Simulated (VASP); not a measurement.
ZnO, 4 atoms in the cell. Symmetry: P6_3mc, No. 186, hexagonal system. Conventional cell: a = 3.279 Å, b = 3.279 Å, c = 5.717 Å, α = 90.00°, β = 90.00°, γ = 120.00°. Zn (site symmetry 3m) has 4 O at 2.02 to 2.17 Å within 2.7 Å. O (site symmetry 3m) has 4 Zn at 2.02 to 2.17 Å within 2.7 Å.  This cell differs from its parent crystal: strain +0.000 along x and y, +0.080 along z.

| Quantity | Value |
| --- | --- |
| Program | VASP 6.6.1 |
| Task | single point |
| Functional | PBE |
| Potentials or basis | VASP PAW PBE potentials, release 64 (Zn, O) |
| Cutoff | 520 eV |
| k mesh | 12 × 12 × 6 |
| Occupations | gaussian, width 0.05 eV |
| Spin | no spin polarisation |
| Dipole correction | no |
| Further INCAR settings | ALGO = Normal; EDIFF = 1e-06; NBANDS = 26 |

Potentials or basis: VASP PAW PBE potentials, release 64 (Zn, O).

Launch:

```bash
$ cat potpaw_PBE.64/Zn/POTCAR potpaw_PBE.64/O/POTCAR > POTCAR
$ mpirun -np 1 vasp_std > vasp.out
```

Hardware: 1 thread of Intel(R) Xeon(R) Platinum 8259CL CPU @ 2.50GHz (Skylake/Cascade Lake), on a shared host.

Task: Estimate the wall time of this run.

Result: It took 55 s on 1 thread of Intel(R) Xeon(R) Platinum 8259CL CPU @ 2.50GHz (Skylake/Cascade Lake), with other jobs on the host, peak memory 0.23 GiB. Counts: scf iterations 15, k points 76.
